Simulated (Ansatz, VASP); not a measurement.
Two plane-wave programs on AlAs

```
Al As
1.0
     0.00000    2.86386    2.86386
     2.86386    0.00000    2.86386
     2.86386    2.86386    0.00000
Al As
1 1
Direct
  0.00000 0.00000 0.00000
  0.25000 0.25000 0.25000
```

Alike in both runs: functional PBE; k mesh 8 × 8 × 8; occupations gaussian, width 0.02 eV; no spin polarisation.

Ansatz relaxed the structure, and its values are those at the end. VASP's run is a single point on that final structure, the one shown.

|  | VASP | Ansatz |
| --- | --- | --- |
| version | VASP 6.6.1 | Ansatz 0.2.0 |
| potentials or method | VASP PAW PBE potentials, release 64 (Al, As), cutoff 500 eV | scalar-relativistic, plane waves, PAW |
| valence electrons in the cell | 8 | 18 |

Ansatz gave:

| Item | Value |
| --- | --- |
| gap on the k mesh at the Fermi level (eV) | 1.50 |
| least direct gap on the mesh (eV) | 1.78 |
| pressure (GPa) | 0.0 |

Question: Which values does VASP return?

Answer: gap on the k mesh at the Fermi level (eV): 1.49; least direct gap on the mesh (eV): 1.78; pressure (GPa): 0.2.

With one functional, cell and mesh, what is left measures potentials, basis and numerics. VASP's potentials hold 8 valence electrons a cell and Ansatz's 18, so a difference there can come from the potentials and not from the codes.
